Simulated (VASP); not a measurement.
## HfC: single point with PBEsol

HfC:

```
CELL_PARAMETERS angstrom
3.47658 0.00000 0.00000
-1.73829 3.01081 0.00000
0.00000 0.00000 5.20271
ATOMIC_POSITIONS crystal
Hf 0.33333 0.66667 0.25000
Hf 0.66667 0.33333 0.75000
C 0.00000 0.00000 0.50000
C 0.00000 0.00000 0.00000
```

```
Program                : VASP 6.6.1
Task                   : single point
Functional             : PBEsol
Potentials or basis    : VASP PAW PBE potentials, release 64 (Hf_pv, C)
Cutoff                 : 520 eV
k mesh                 : 7 × 7 × 5
Occupations            : fermi-dirac, width 0.05 eV
Spin                   : no spin polarisation
Dipole correction      : no
Further INCAR settings : ALGO = Normal; EDIFF = 1e-06; NBANDS = 22
```

The pressure is -22.8 GPa and the band gap on the k mesh is zero (bands 14 and 15 overlap by 0.81 eV).

Stress tensor (GPa, compression positive):
```
-25.89   0.00   0.00
  0.00 -25.89   0.00
  0.00   0.00 -16.67
```

Levels at points of the mesh, in eV from the Fermi level:
| k point | band 11 | band 12 | band 13 | band 14 | band 15 | band 16 | band 17 | band 18 |
| --- | --- | --- | --- | --- | --- | --- | --- | --- |
| (0.00, 0.00, 0.00) | -3.25 | -1.35 | -1.35 | 0.79 | 1.20 | 1.20 | 1.41 | 1.41 |

It took 38 s on 1 thread of Intel Xeon 8259CL, with other jobs on the host, peak memory 0.19 GiB.

Caveat: the cell stands under tension; the PAW data sets were made with another functional, which shifts forces and pressure a little; spin-orbit coupling is left out, which moves the levels of the heavy elements.
